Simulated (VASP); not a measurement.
Si: single point with LDA

The system is Si.

```
CELL_PARAMETERS angstrom
-3.27556 3.27556 1.89355
3.27556 -3.27556 1.89355
3.27556 3.27556 -1.89355
ATOMIC_POSITIONS crystal
Si 0.17880 0.17880 0.35760
Si 0.82120 0.82120 0.64240
Si 0.17880 0.82120 0.00000
Si 0.82120 0.17880 0.00000
```

This cell differs from its parent crystal: strain -0.015 along x and y, -0.015 along z.

| Item | Value |
| --- | --- |
| Program | VASP 6.6.1 |
| Task | single point |
| Functional | LDA |
| Potentials or basis | VASP PAW LDA potentials, release 64 (Si) |
| Cutoff | 520 eV |
| k mesh | 10 × 10 × 10 |
| Occupations | gaussian, width 0.03 eV |
| Spin | no spin polarisation |

| Item | Value |
| --- | --- |
| Pressure | 2.3 GPa |
| Largest force | 0.046 eV/Å |
| Band gap on the k mesh | 0.12 eV, indirect (least direct gap 0.23 eV) |

Forces on the atoms (eV/Å):
```
Si   0.032  0.032  0.000
Si  -0.032 -0.032  0.000
Si  -0.032  0.032  0.000
Si   0.032 -0.032  0.000
```

Levels at points of the mesh, in eV from the valence-band top:
```csv
k point,band 5,band 6,band 7,band 8,band 9,band 10,band 11,band 12
"(0.00, 0.00, 0.00)",-3.96,-1.54,-1.54,-0.60,1.33,1.61,1.61,2.25
"(0.50, 0.00, 0.00)",-4.56,-3.69,-2.51,-1.48,0.67,2.35,2.90,3.42
"(0.50, 0.50, 0.00)",-3.00,-2.09,-2.02,-1.69,1.55,1.82,1.87,4.02
"(0.50, 0.50, 0.50)",-3.06,-0.22,0.00,0.00,0.23,3.52,3.60,4.02
```

Run time: 80 s on 1 thread of Intel(R) Xeon(R) 6975P-C (Granite Rapids) (shared host), peak memory 0.24 GiB.

Caveat: the cell differs from its parent crystal (strain -0.015 along x and y, -0.015 along z). A k mesh can miss the band edges.
